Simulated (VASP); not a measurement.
Write the native input for VASP 6.6.1 that does the following.

```yaml
Task: single point
Functional: LDA
Potentials_or_basis: VASP PAW LDA potentials, release 64 (Ca_sv, O)
Cutoff: 520 eV
k_mesh: 8 × 8 × 8
Occupations: gaussian, width 0.01 eV
Spin: no spin polarisation
Dipole_correction: no
Further_INCAR_settings: ALGO = Normal; EDIFF = 1e-06; NBANDS = 15
```

The structure of CaO lies in POSCAR:

```
CaO
1.0
    0.0000000000      2.3159654343      2.3159654343
    2.3159654343      0.0000000000      2.3159654343
    2.3159654343      2.3159654343      0.0000000000
Ca O
1 1
Direct
    0.0000000000      0.0000000000      0.0000000000
    0.5000000000      0.5000000000      0.5000000000
```

One way to write it, as run:

INCAR

```
PREC = Accurate
ENCUT = 520
EDIFF = 1E-6
ISMEAR = 0
SIGMA = 0.01
LREAL = False
LASPH = True
NELM = 60
ALGO = Normal
ISIF = 2
LWAVE = False
LCHARG = True
GGA = CA
LELF = True
LVHAR = True
NBANDS = 15
```

KPOINTS

```
regular mesh
0
Gamma
  8 8 8
```

Potentials or basis: VASP PAW LDA potentials, release 64 (Ca_sv, O).

Launch:

```bash
$ cat potpaw_LDA.64/Ca_sv/POTCAR potpaw_LDA.64/O/POTCAR > POTCAR
$ mpirun -np 1 vasp_std > vasp.out
```

Results of the run:

```yaml
Pressure: 8.2 GPa
Band_gap_on_the_k_mesh: 3.37 eV (least direct gap 3.71 eV)
```

Caveat: the cell stands under pressure.

It took 8.6 s on 1 thread of Intel(R) Xeon(R) Platinum 8375C CPU @ 2.90GHz (Ice Lake), with other jobs on the host, peak memory 0.13 GiB.
